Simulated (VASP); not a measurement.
**BN: relaxation of cell and atoms with BLYP**

Crystal: BN.

```
N B
1.0
     2.55394    0.00000    0.00000
    -1.27697    2.21178    0.00000
     0.00000    0.00000    4.22685
N B
2 2
Direct
  0.33333 0.66667 0.12528
  0.66667 0.33333 0.62528
  0.33333 0.66667 0.49972
  0.66667 0.33333 0.99972
```

| Property | Result |
| --- | --- |
| Program | VASP 6.6.1 |
| Task | relaxation of cell and atoms |
| Functional | BLYP |
| Potentials or basis | VASP PAW PBE potentials, release 64 (N, B) |
| Cutoff | 600 eV |
| k mesh | 12 × 12 × 6 |
| Occupations | fermi-dirac, width 0.05 eV |
| Spin | no spin polarisation |
| Dipole correction | no |
| Further INCAR settings | ALGO = Normal; EDIFF = 1e-07; IBRION = 2; EDIFFG = -0.01; NSW = 60; ISIF = 3 |

```yaml
Relaxed_volume: 6.07 Å³/atom
Relaxed_cell: a = 2.569 Å, b = 2.569 Å, c = 4.250 Å, α = 90.00°, β = 90.00°, γ = 120.00°
Space_group_after_relaxing_to_0.05_Å: P6_3mc (No. 186)
Energy_gained_by_relaxing: 2.1 meV/atom
Ionic_steps: 3
Pressure_after_relaxing: 0.0 GPa
Largest_force_after_relaxing: 0.009 eV/Å
Band_gap_on_the_k_mesh: 5.63 eV, indirect (least direct gap 8.33 eV)
```

Forces on the atoms (eV/Å):
```
N    0.000  0.000 -0.009
N    0.000  0.000 -0.009
B    0.000  0.000  0.009
B    0.000  0.000  0.009
```

Stress tensor (GPa, compression positive):
```
 0.01  0.00  0.00
 0.00  0.01  0.00
 0.00  0.00 -0.10
```

Step by step:
| step | energy change (eV) | largest force (eV/Å) | pressure (GPa) | volume (Å³) |
| --- | --- | --- | --- | --- |
| 1 | 0.0000 | 0.0286 | 6.38 | 23.88 |
| 2 | -0.0007 | 0.0075 | -5.81 | 24.71 |
| 3 | -0.0083 | 0.0095 | -0.03 | 24.30 |

Final structure:
```
CELL_PARAMETERS angstrom
2.56935 0.00000 0.00000
-1.28467 2.22512 0.00000
0.00000 0.00000 4.24991
ATOMIC_POSITIONS crystal
N 0.33333 0.66667 0.12511
N 0.66667 0.33333 0.62511
B 0.33333 0.66667 0.49989
B 0.66667 0.33333 0.99989
```

Levels at points of the mesh, in eV from the valence-band top:
| k point | band 4 | band 5 | band 6 | band 7 | band 8 | band 9 | band 10 | band 11 | band 12 |
| --- | --- | --- | --- | --- | --- | --- | --- | --- | --- |
| (0.00, 0.00, 0.00) | -2.03 | -2.03 | -0.24 | 0.00 | 0.00 | 8.39 | 8.39 | 8.59 | 9.46 |
| (0.50, 0.00, 0.00) | -7.49 | -6.60 | -4.76 | -4.13 | -2.03 | 6.96 | 8.18 | 10.64 | 11.45 |
| (0.00, 0.00, 0.50) | -5.46 | -1.12 | -1.12 | -1.12 | -1.12 | 9.46 | 9.46 | 9.91 | 9.91 |
| (0.50, 0.00, 0.50) | -9.58 | -3.59 | -3.59 | -3.41 | -3.41 | 6.84 | 6.84 | 10.10 | 10.10 |

Wall time 62 s on 1 thread of Intel(R) Xeon(R) Platinum 8488C (Sapphire Rapids) (shared host), peak memory 0.14 GiB.

Caveat: the PAW data sets were made with another functional, which shifts forces and pressure a little. A k mesh can miss the band edges.
